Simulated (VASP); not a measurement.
The system is BN.

```xyz
2
Lattice="0.0000 3.2929 2.1633 1.2510 0.0000 2.1633 1.2510 3.2929 0.0000" Properties=species:S:1:pos:R:3 pbc="T T T"
B     1.2510    3.2929    0.0005
N     1.2510    3.2929    2.8840
```

Base run:

```yaml
Program: VASP 6.6.1
Functional: r2SCAN
Potentials_or_basis: VASP PAW PBE potentials, release 64 (B, N)
Cutoff: 520 eV
k_mesh: 12 × 12 × 12
Occupations: gaussian, width 0.01 eV
Spin: no spin polarisation
```

Its results: band gap on the k mesh 4.08 eV, indirect (least direct gap 5.21 eV); pressure 1.1 GPa.

Q: The run is repeated on the same cell with these changes: functional from r2SCAN to PBE; further incar settings from ALGO = Normal; EDIFF = 1e-06; NBANDS = 11 to ALGO = Normal; EDIFF = 1e-07; NBANDS = 11. What comes out?

A: Band gap on the k mesh 3.59 eV, indirect (least direct gap 4.54 eV); pressure 4.7 GPa.

Caveats: the PAW data sets were made with another functional, which shifts forces and pressure a little (some runs).

A k mesh can miss the band edges.
